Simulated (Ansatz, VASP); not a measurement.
# Two plane-wave programs on InSb

The input INCAR:

```
SYSTEM = InSb
ALGO = Normal
EDIFF = 1E-6
ENCUT = 500
GGA = PE
GGA_COMPAT = .FALSE.
ISIF = 2
ISMEAR = 0
IVDW = 12
LASPH = .TRUE.
LCHARG = .FALSE.
LREAL = .FALSE.
LWAVE = .FALSE.
NBANDS = 66
NELM = 120
PREC = Accurate
SIGMA = 0.1
```

The input KPOINTS:

```
k-points
0
G
  4 4 1
  0 0 0
```

POSCAR

```
InSb
1.0
    3.0391440000     -3.1785980000      0.0000000000
    3.0391440000      3.1785980000      0.0000000000
    0.0000000000      0.0000000000     18.0165480000
In Sb
6 6
Direct
    0.0796710000      0.9203290000      0.2500000000
    0.9203290000      0.0796710000      0.7500000000
    0.4138440000      0.5861560000      0.4102310000
    0.5861560000      0.4138440000      0.9102310000
    0.5861560000      0.4138440000      0.5897690000
    0.4138440000      0.5861560000      0.0897690000
    0.5772430000      0.4227570000      0.2500000000
    0.4227570000      0.5772430000      0.7500000000
    0.9187600000      0.0812400000      0.4239260000
    0.0812400000      0.9187600000      0.9239260000
    0.0812400000      0.9187600000      0.5760740000
    0.9187600000      0.0812400000      0.0760740000
```

Input for Ansatz:

```yaml
crystal:
  lattice:
    - [3.039144, -3.178598, 0.0]
    - [3.039144, 3.178598, 0.0]
    - [0.0, 0.0, 18.016548]
  atoms:
    - { symbol: In, position: [0.079671, 0.920329, 0.25] }
    - { symbol: In, position: [0.920329, 0.079671, 0.75] }
    - { symbol: In, position: [0.413844, 0.586156, 0.410231] }
    - { symbol: In, position: [0.586156, 0.413844, 0.910231] }
    - { symbol: In, position: [0.586156, 0.413844, 0.589769] }
    - { symbol: In, position: [0.413844, 0.586156, 0.089769] }
    - { symbol: Sb, position: [0.577243, 0.422757, 0.25] }
    - { symbol: Sb, position: [0.422757, 0.577243, 0.75] }
    - { symbol: Sb, position: [0.91876, 0.08124, 0.423926] }
    - { symbol: Sb, position: [0.08124, 0.91876, 0.923926] }
    - { symbol: Sb, position: [0.08124, 0.91876, 0.576074] }
    - { symbol: Sb, position: [0.91876, 0.08124, 0.076074] }
basis:
  ecutwfc: 420
kpoints:
  mp_grid: { grid: [4, 4, 1] }
hamiltonian:
  xc: pbe
  dispersion: d3bj
  pseudopotentials: { kind: paw, azcp: { folder: soft_1 } }
scf:
  occupations: { method: gaussian, width: 0.1 }
output:
  forces: true
  stress: true
  eigenvalues: true
```

Alike in both runs: task single point; functional PBE; dispersion D3(BJ); k mesh 4 × 4 × 1; occupations gaussian, width 0.1 eV; no spin polarisation.

```csv
,VASP,Ansatz
version,VASP 6.6.1,Ansatz 0.2.0
potentials or method,"VASP PAW PBE potentials, release 64 (In_d, Sb), cutoff 500 eV","scalar-relativistic, plane waves, PAW"
valence electrons in the cell,108,168
```

|  | VASP | Ansatz | Ansatz less VASP |
| --- | --- | --- | --- |
| gap on the k mesh at the Fermi level (eV) | none | none | - |
| pressure (GPa) | -2.1 | -2.1 | +0.01 |
| traceless stress, the component that is largest in VASP (GPa) | 0.81 | 0.82 | +0.005 |
| rms of the force components (eV/Å) | 0.095 | 0.099 | +0.0035 |

Atom by atom the forces differ by 0.004 eV/Å (rms over components). A gap of «none» marks a metal or a gap that the smearing closes. VASP's potentials hold 108 valence electrons a cell and Ansatz's 168, so a difference there can come from the potentials and not from the codes.

Neither program's run includes spin-orbit coupling.
